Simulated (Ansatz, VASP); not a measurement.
Two plane-wave programs on C

Contents of POSCAR:

```
C
1.0
    0.0000000000      2.0948551915      3.4549107515
    1.2095023860      0.0000000000      3.4549107515
    1.2095023860      2.0948551915      0.0000000000
C
2
Direct
    0.1667039277      0.8332960723      0.1667039277
    0.8332960723      0.1667039277      0.8332960723
```

INCAR.step1

```
PREC     = Accurate       # precision mode
ENCUT    = 520            # plane-wave cutoff, eV
ISMEAR   = 0              # smearing method
SIGMA    = 0.05           # smearing width, eV
LREAL    = False          # projectors in reciprocal space
LASPH    = True           # aspherical terms in the spheres
NELM     = 60             # most SCF steps
NBANDS   = 11             # bands
GGA      = PE             # functional
ALGO     = Normal         # electronic algorithm
EDIFF    = 1E-4           # SCF threshold, eV
LWAVE    = True           # write WAVECAR
LCHARG   = False          # write CHGCAR
```

File INCAR.step2:

```
PREC     = Accurate       # precision mode
ENCUT    = 520            # plane-wave cutoff, eV
EDIFF    = 1E-6           # SCF threshold, eV
ISMEAR   = 0              # smearing method
SIGMA    = 0.05           # smearing width, eV
LREAL    = False          # projectors in reciprocal space
LASPH    = True           # aspherical terms in the spheres
NELM     = 60             # most SCF steps
ALGO     = Normal         # electronic algorithm
ISIF     = 2              # what is computed and relaxed
LWAVE    = False          # write WAVECAR
LCHARG   = False          # write CHGCAR
METAGGA  = R2SCAN         # meta-GGA
LMIXTAU  = True         
NBANDS   = 11             # bands
ISTART   = 1
```

File KPOINTS:

```
Automatic mesh
0
Gamma
  14 14 14
```

Input for Ansatz:

```yaml
crystal:
  lattice:
    - [0.0, 2.0948551915, 3.4549107515]
    - [1.209502386, 0.0, 3.4549107515]
    - [1.209502386, 2.0948551915, 0.0]
  atoms:
    - { symbol: C, position: [0.1667039277, 0.8332960723, 0.1667039277] }
    - { symbol: C, position: [0.8332960723, 0.1667039277, 0.8332960723] }
basis:
  ecutwfc: 500
kpoints:
  mp_grid: { grid: [14, 14, 14] }
hamiltonian:
  xc: r2scan
scf:
  occupations: { method: gaussian, width: 0.05 }
output:
  forces: true
  stress: true
  eigenvalues: true
```

Change from the starting cell: strain -0.015 along x and y, -0.030 along z, atoms carried along.

Alike in both runs: task single point; functional r2SCAN; k mesh 14 × 14 × 14; occupations gaussian, width 0.05 eV; no spin polarisation.

```csv
,VASP,Ansatz
version,VASP 6.6.1,Ansatz 0.2.0
potentials or method,"VASP PAW PBE potentials, release 64 (C), cutoff 520 eV","scalar-relativistic, plane waves, PAW"
valence electrons in the cell,8,8
```

|  | VASP | Ansatz | Ansatz less VASP |
| --- | --- | --- | --- |
| gap on the k mesh at the Fermi level (eV) | 0.58 | 0.58 | -0.001 |
| least direct gap on the mesh (eV) | 0.70 | 0.70 | -0.001 |
| pressure (GPa) | 14.3 | 13.6 | -0.69 |
| traceless stress, the component that is largest in VASP (GPa) | -13.70 | -12.89 | +0.808 |

VASP's potentials were made for PBE, not for r2SCAN.
